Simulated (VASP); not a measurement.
Write the native input for VASP 6.6.1 that does the following.

| Property | Result |
| --- | --- |
| Task | single point |
| Functional | PBE |
| Potentials or basis | VASP PAW PBE potentials, release 64 (Li_sv) |
| Cutoff | 520 eV |
| k mesh | 13 × 13 × 7 |
| Occupations | fermi-dirac, width 0.1 eV |
| Spin | no spin polarisation |
| Dipole correction | no |
| Further INCAR settings | ALGO = Normal; EDIFF = 1e-06; NBANDS = 10 |

The structure of Li lies in POSCAR:

```
Li
1.0
    3.0167848468      0.0000000000      0.0000000000
   -1.5083924234      2.6126123151      0.0000000000
    0.0000000000      0.0000000000      4.9210876353
Li
2
Direct
    0.3333333333      0.6666666667      0.2500000000
    0.6666666667      0.3333333333      0.7500000000
```

This cell differs from its parent crystal: volume scaled by 0.96.

These files were run (other wordings do the same):

INCAR

```
PREC     = Accurate       # precision mode
ENCUT    = 520            # plane-wave cutoff, eV
EDIFF    = 1E-6           # SCF threshold, eV
ISMEAR   = -1             # smearing method
SIGMA    = 0.1            # smearing width, eV
LREAL    = F              # projectors in reciprocal space
LASPH    = T              # aspherical terms in the spheres
NELM     = 100            # most SCF steps
ALGO     = Normal         # electronic algorithm
ISIF     = 2              # what is computed and relaxed
LWAVE    = F              # write WAVECAR
LCHARG   = F              # write CHGCAR
GGA      = PE             # functional
NBANDS   = 10             # bands
```

KPOINTS

```
Automatic mesh
0
Gamma
  13 13 7
```

Potentials or basis: VASP PAW PBE potentials, release 64 (Li_sv).

Launch:

```sh
$ cat potpaw_PBE.64/Li_sv/POTCAR > POTCAR
$ mpirun -np 1 vasp_std > vasp.out
```

Results of the run:

```json
{
  "Band gap on the k mesh": "zero (band 3 reaches 2.41 eV, above the bottom of band 4 at -1.39 eV)"
}
```

It took 29 s on 1 thread of Intel Xeon 6975P-C (shared host), peak memory 0.16 GiB.
